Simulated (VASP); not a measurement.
Input of a VASP 6.6.1 run:

Contents of POSCAR:

```
TePb
1.0
    0.0000000000      3.2678368418      3.2678368418
    3.2678368418      0.0000000000      3.2678368418
    3.2678368418      3.2678368418      0.0000000000
Pb Te
1 1
Direct
    0.0000000000      0.0000000000      0.0000000000
    0.5000000000      0.5000000000      0.5000000000
```

INCAR.step1

```
  PREC = Accurate
  ENCUT = 520
  EDIFF = 1E-5
  ISMEAR = 0
  SIGMA = 0.01
  LREAL = False
  LASPH = True
  NELM = 60
  ALGO = Normal
  ISIF = 2
  LWAVE = True
  LCHARG = False
  GGA = PE
  NBANDS = 17
```

The input INCAR.step2:

```
  PREC = Accurate
  ENCUT = 520
  EDIFF = 1E-7
  ISMEAR = 0
  SIGMA = 0.01
  LREAL = False
  LASPH = True
  NELM = 60
  ALGO = Normal
  ISIF = 2
  LWAVE = False
  LCHARG = False
  GGA = PE
  LHFCALC = True
  AEXX = 0.2
  HFSCREEN = 0.3
  PRECFOCK = Normal
  ISTART = 1
  NBANDS = 17
```

The input KPOINTS:

```
Automatic mesh
0
Gamma
  4 4 4
```

Potentials or basis: VASP PAW PBE potentials, release 64 (Pb_d, Te).

The run is started by

```bash
$ cat potpaw_PBE.64/Pb_d/POTCAR potpaw_PBE.64/Te/POTCAR > POTCAR
$ cp INCAR.step1 INCAR
$ mpirun -np 1 vasp_std > vasp.out
$ cp INCAR.step2 INCAR
$ mpirun -np 1 vasp_std > vasp.out
```

**Question.** Estimate the band gap on the k mesh.

**Answer.** 0.99 eV.

**Question.** Estimate the pressure.

**Answer.** -0.2 GPa.

Caveat: the PAW data sets were made with another functional, which shifts forces and pressure a little; spin-orbit coupling is left out, which moves the levels of the heavy elements. A k mesh can miss the band edges.
